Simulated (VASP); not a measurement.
# InGaO (P-6m2) in VASP: a series of runs, part 2 of 2

VASP 6.6.1. The steps go on from the part before.

## (3) Relaxation of cell and atoms, PBE

This run uses another cell than the first one, of 20.63 Å³/atom.

Contents of INCAR:

```
PREC = Accurate ; ENCUT = 600
EDIFF = 1E-6 ; ISMEAR = 0
SIGMA = 0.1 ; LREAL = False
LASPH = True ; NELM = 100
ALGO = Normal ; ISIF = 3
LWAVE = False ; LCHARG = False
GGA = PE ; IBRION = 2
NSW = 100 ; EDIFFG = -0.01
```

Contents of KPOINTS:

```
regular mesh
0
Gamma
  12 12 10
```

Contents of POSCAR:

```
InGaO
1.0
    3.7231672053      0.0000000000      0.0000000000
   -1.8615836027      3.2243573823      0.0000000000
    0.0000000000      0.0000000000      5.1559776903
In Ga O
1 1 1
Direct
    0.6666666667      0.3333333333      0.5000000000
    0.0000000000      0.0000000000      0.0000000000
    0.3333333333      0.6666666667      0.5000000000
```

Potentials or basis: VASP PAW PBE potentials, release 64 (In_d, Ga_d, O).

The run is started by

```bash
> cat potpaw_PBE.64/In_d/POTCAR potpaw_PBE.64/Ga_d/POTCAR potpaw_PBE.64/O/POTCAR > POTCAR
> mpirun -np 1 vasp_std > vasp.out
```

OUTCAR:

```text
PREC = Accurate
   ENCUT = 600
   EDIFF = 1E-6
   ISMEAR = 0
   LREAL = False
   LASPH = True
   NELM = 100
   ISIF = 3
   GGA = PE
   IBRION = 2
   NSW = 100
   EDIFFG = -0.01

 ion  position               nearest neighbor table
   1  0.667  0.333  0.500-   3 2.15   3 2.15   3 2.15   2 3.36   2 3.36   2 3.36   2 3.36   2 3.36
                             2 3.36
   2  0.000  0.000  0.000-   1 3.36   1 3.36   1 3.36   1 3.36   1 3.36   1 3.36
   3  0.333  0.667  0.500-   1 2.15   1 2.15   1 2.15

  LATTYP: Found a hexagonal cell.
 ALAT       =     3.7231672053
 C/A-ratio  =     1.3848364594

  Lattice vectors:

 A1 = (   3.7231672053,   0.0000000000,   0.0000000000)
 A2 = (  -1.8615836027,   3.2243573823,   0.0000000000)
 A3 = (   0.0000000000,   0.0000000000,   5.1559776903)

Analysis of symmetry for initial positions (statically):
=====================================================================
 Subroutine PRICEL returns:
 Original cell was already a primitive cell.

 Routine SETGRP: Setting up the symmetry group for a
 hexagonal supercell.

 Subroutine GETGRP returns: Found 12 space group operations
 (whereof 12 operations were pure point group operations)
 out of a pool of 24 trial point group operations.

The static configuration has the point symmetry D_3h.

Analysis of symmetry for dynamics (positions and initial velocities):
=====================================================================
 Subroutine PRICEL returns:
 Original cell was already a primitive cell.

 Routine SETGRP: Setting up the symmetry group for a
 hexagonal supercell.

 Subroutine GETGRP returns: Found 12 space group operations
 (whereof 12 operations were pure point group operations)
 out of a pool of 24 trial point group operations.

The dynamic configuration has the point symmetry D_3h.
[... 120 lines left out ...]
     AMIX     =   0.40;   BMIX     =  1.00
     AMIX_MAG =   1.60;   BMIX_MAG =  1.00
  volume/ion in A,a.u.               =      20.63       139.23
  Fermi-wavevector in a.u.,A,eV,Ry     =   1.313921  2.482951 23.488939  1.726388
  Thomas-Fermi vector in A             =   2.444210
   LORBIT       =      0    0 simple, 1 ext, 2 COOP (PROOUT), +10 PAW based schemes
   GGA     = PE    functional components
   LHFCALC =     F    Hartree Fock is set to
   AEXX    =    0.0000 exact exchange contribution
   IVDW    =     0    specifies the selected vdW correction
   LEPSILON=     F    determine dielectric tensor
   LRPA    =     F    only Hartree local field effects (RPA)
 conjugate gradient relaxation of ions
 non-spin polarized calculation
 Gauss-broadening in eV      SIGMA  =   0.10
  energy-cutoff  :      600.00
  volume of cell :       61.90
 maximum number of plane-waves:      2091
 NGX is ok and might be reduce to    30
   NGX = 15   NGY = 15   NGZ = 21

--------------------------------------- Ionic step        1  -------------------------------------------

 number of electron      32.0000000 magnetization

 Free energy of the ion-electron system (eV)
  ---------------------------------------------------
  ext. energy  EPLUGINS =         0.00000000
  ---------------------------------------------------
  free energy    TOTEN  =       -11.62402911 eV

  energy without entropy =      -11.62114771  energy(sigma->0) =      -11.62258841

------------------------ aborting loop because EDIFF is reached ----------------------------------------

  FORCE on cell =-STRESS in cart. coord.  units (eV):
  Direction    XX          YY          ZZ          XY          YZ          ZX
  --------------------------------------------------------------------------------------
  -------------------------------------------------------------------------------------
  Total        0.2206045      0.2206045     -0.1609516     -0.0000000      0.0000000      0.0000000
  in kB        5.7102911      5.7102911     -4.1661918     -0.0000000      0.0000000      0.0000000
  external PRESSURE =       2.4181301 kB  Pullay stress =       0.0000000 kB
[... 246 lines left out ...]
--------------------------------------- Ionic step        8  -------------------------------------------

 number of electron      32.0000003 magnetization

 Free energy of the ion-electron system (eV)
  ---------------------------------------------------
  ext. energy  EPLUGINS =         0.00000000
  ---------------------------------------------------
  free energy    TOTEN  =       -11.62808215 eV

  energy without entropy =      -11.62567724  energy(sigma->0) =      -11.62687969

 E-fermi :   4.9761     XC(G=0):  -9.8633

 val. band max:        4.9688238699   @ k =   0.1667   0.1667   0.1000
 cond. band min:       5.0566923779   @ k =   0.3333   0.3333   0.1000
 fundamental gap:      0.0878685080
 Fermi energy:         4.9761210011

 k-point     1 :       0.0000    0.0000    0.0000
  band No.  band energies     occupation
      1     -14.0546      2.00000
      2     -10.0646      2.00000
      3     -10.0443      2.00000
      4     -10.0443      2.00000
      5     -10.0118      2.00000
      6     -10.0118      2.00000
[... 541 lines left out ...]
     19       8.6182      0.00000
     20       9.7032      0.00000

 [... further k-points ...]
[... 5 lines left out ...]
  --------------------------------------------------------------------------------------
  -------------------------------------------------------------------------------------
  Total       -0.0057771     -0.0057771      0.0065035      0.0000000     -0.0000000      0.0000000
  in kB       -0.1514225     -0.1514225      0.1704635      0.0000000     -0.0000000      0.0000000
  external PRESSURE =      -0.0441272 kB  Pullay stress =       0.0000000 kB
[... 18 lines left out ...]
  FREE ENERGIE OF THE ION-ELECTRON SYSTEM (eV)
  ---------------------------------------------------
  free  energy   TOTEN  =       -11.6280821491 eV

  energy  without entropy=      -11.6256772361  energy(sigma->0) =      -11.62687969

 reached required accuracy - stopping structural energy minimisation
```

OSZICAR:

```text
N       E                     dE             d eps       ncg     rms          rms(c)
DAV:   1     0.270326335925E+03    0.27033E+03   -0.17656E+04  4648   0.263E+03
DAV:   2     0.248582929746E+02   -0.24547E+03   -0.23467E+03  4784   0.489E+02
DAV:   3    -0.120648654649E+02   -0.36923E+02   -0.35230E+02  5644   0.171E+02
[... 66 lines left out ...]
DAV:   1    -0.116290141099E+02   -0.98337E-03   -0.31764E-02  5400   0.200E+00    0.195E-01
DAV:   2    -0.116283965058E+02    0.61760E-03   -0.13326E-03  5760   0.649E-01    0.110E-01
DAV:   3    -0.116280957945E+02    0.30071E-03   -0.36923E-04  7064   0.305E-01    0.314E-02
DAV:   4    -0.116280825421E+02    0.13252E-04   -0.57795E-05  6164   0.754E-02    0.172E-02
DAV:   5    -0.116280821491E+02    0.39297E-06   -0.84820E-06  5160   0.466E-02
   8 F= -.11628082E+02 E0= -.11626880E+02  d E =-.647802E-04
```

CONTCAR:

```text
InGaO
   1.00000000000000
     3.7546166041910878   -0.0000000000004863    0.0000000000000000
    -1.8773083021463872    3.2515933606729939   -0.0000000000000000
    -0.0000000000000000    0.0000000000000000    5.0068843721456471
  In              Ga              O
     1     1     1
Direct
     0.6666666667000030    0.3333333332999970    0.5000000000000000
     0.0000000000000000    0.0000000000000000    0.0000000000000000
     0.3333333332999970    0.6666666667000030    0.5000000000000000

  0.00000000E+00  0.00000000E+00  0.00000000E+00
  0.00000000E+00  0.00000000E+00  0.00000000E+00
  0.00000000E+00  0.00000000E+00  0.00000000E+00
```

Wall time 19 min (1 thread of Intel Xeon 8259CL, shared host); peak memory 0.35 GiB.

What came out:

```yaml
Free_energy: -11.6281 eV
Relaxed_volume: 20.38 Å³/atom
Relaxed_cell: a = 3.755 Å, b = 3.755 Å, c = 5.007 Å, α = 90.00°, β = 90.00°, γ = 120.00°
Space_group_after_relaxing_to_0.1_Å: P-6m2 (No. 187)
Energy_gained_by_relaxing: 1.4 meV/atom
Ionic_steps: 8
Pressure_after_relaxing: 0.0 GPa
Band_gap_on_the_k_mesh: zero (bands 16 and 17 overlap by 0.43 eV)
```

Step by step:
| step | energy change (eV) | largest force (eV/Å) | pressure (GPa) | volume (Å³) |
| --- | --- | --- | --- | --- |
| 1 | 0.0000 | 0.0000 | 0.24 | 61.90 |
| 2 | -0.0013 | 0.0000 | -0.16 | 62.18 |
| 3 | -0.0015 | 0.0000 | -0.30 | 62.30 |
| 4 | -0.0024 | 0.0000 | -0.19 | 62.04 |
| 5 | -0.0039 | 0.0000 | 0.06 | 61.26 |
| 6 | -0.0040 | 0.0000 | 0.13 | 61.07 |
| 7 | -0.0040 | 0.0000 | -0.09 | 61.18 |
| 8 | -0.0041 | 0.0000 | 0.00 | 61.13 |

Final structure:
```
In Ga O
1.0
     3.75462    0.00000    0.00000
    -1.87731    3.25159    0.00000
     0.00000    0.00000    5.00688
In Ga O
1 1 1
Cartesian
  1.8773 1.0839 2.5034
  0.0000 0.0000 0.0000
  0.0000 2.1677 2.5034
```

Levels at points of the mesh, in eV from the Fermi level:
```
           k point  band 12  band 13  band 14  band 15  band 16  band 17  band 18  band 19  band 20
(0.00, 0.00, 0.00)    -7.23    -4.63    -3.52    -3.52    -0.81     0.91     4.43     4.43     7.35
(0.50, 0.00, 0.00)    -7.46    -4.59    -4.14    -3.30    -1.55     0.90     2.70     3.40     4.17
(0.00, 0.00, 0.50)    -7.54    -4.05    -3.51    -3.51    -2.54     5.19     5.19     5.32     6.05
(0.50, 0.00, 0.50)    -7.01    -4.84    -4.53    -3.84    -0.74     0.12     1.47     3.41     5.59
```

Caveat: spin-orbit coupling is left out, which moves the levels of the heavy elements.

The gap in the log of VASP goes by the Fermi energy; the results here count the filled bands.